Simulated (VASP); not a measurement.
Set up this calculation in VASP 6.6.1, as the native input.

| Property | Result |
| --- | --- |
| Task | single point |
| Functional | LDA |
| Potentials or basis | VASP PAW LDA potentials, release 64 (Al, N) |
| Cutoff | 520 eV |
| k mesh | 8 × 8 × 6 |
| Occupations | gaussian, width 0.05 eV |
| Spin | no spin polarisation |
| Dipole correction | no |
| Further INCAR settings | ALGO = Normal; EDIFF = 1e-07; NBANDS = 16 |

The structure of AlN lies in POSCAR:

```
AlN
1.0
    0.0000000000     -2.0221659415     -2.0221659415
    0.0000000000      2.0221659415     -2.0221659415
    4.0443318830      0.0000000000      0.0000000000
Al N
2 2
Direct
    0.5167537586      0.4832462414      0.0000000000
   -0.0167537586      0.0167537586      0.5000000000
    0.4931383696      0.5068616304      0.5000000000
    0.0068616304      0.9931383696      0.0000000000
```

These files were run (other wordings do the same):

INCAR

```
SYSTEM = AlN
  PREC = Accurate
  ENCUT = 520
  EDIFF = 1E-7
  ISMEAR = 0
  SIGMA = 0.05
  LREAL = .False.
  LASPH = .True.
  NELM = 80
  ALGO = Normal
  ISIF = 2
  LWAVE = .False.
  LCHARG = .False.
  NBANDS = 16
```

KPOINTS

```
Automatic mesh
0
Gamma
  8 8 6
  0 0 0
```

Potentials or basis: VASP PAW LDA potentials, release 64 (Al, N).

Command:

```console
$ cat potpaw_LDA.64/Al/POTCAR potpaw_LDA.64/N/POTCAR > POTCAR
$ mpirun -np 1 vasp_std > vasp.out
```

It gave:

```json
{"Pressure": "-5.6 GPa", "Largest force": "0.711 eV/Å", "Band gap on the k mesh": "4.42 eV"}
```

Run time: 12 s on 1 thread of Intel(R) Xeon(R) 6975P-C (Granite Rapids), on a shared host, peak memory 0.15 GiB.
